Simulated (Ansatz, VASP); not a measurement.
# Al2O3: VASP beside Ansatz

```
Al O
1.0
     4.06209    0.00000    0.00000
    -2.03105    3.51788    0.00000
     0.00000    0.00000    5.54235
Al O
2 3
Direct
  0.00000 0.00000 0.50000
  0.00000 0.00000 0.00000
  0.50000 0.00000 0.50000
  0.00000 0.50000 0.50000
  0.50000 0.50000 0.50000
```

Alike in both runs: functional PBE; k mesh 12 × 12 × 8; occupations gaussian, width 0.1 eV; no spin polarisation.

Ansatz relaxed the structure, and its values are those at the end. VASP's run is a single point on that final structure, the one shown.

|  | VASP | Ansatz |
| --- | --- | --- |
| version | VASP 6.6.1 | Ansatz 0.2.0 |
| potentials or method | VASP PAW PBE potentials, release 64 (Al, O), cutoff 520 eV | scalar-relativistic, plane waves, PAW |
| valence electrons in the cell | 24 | 24 |

|  | VASP | Ansatz | Ansatz less VASP |
| --- | --- | --- | --- |
| gap on the k mesh at the Fermi level (eV) | none | none | - |
| pressure (GPa) | -0.1 | 0.0 | +0.13 |

A gap of «none» marks a metal or a gap that the smearing closes.
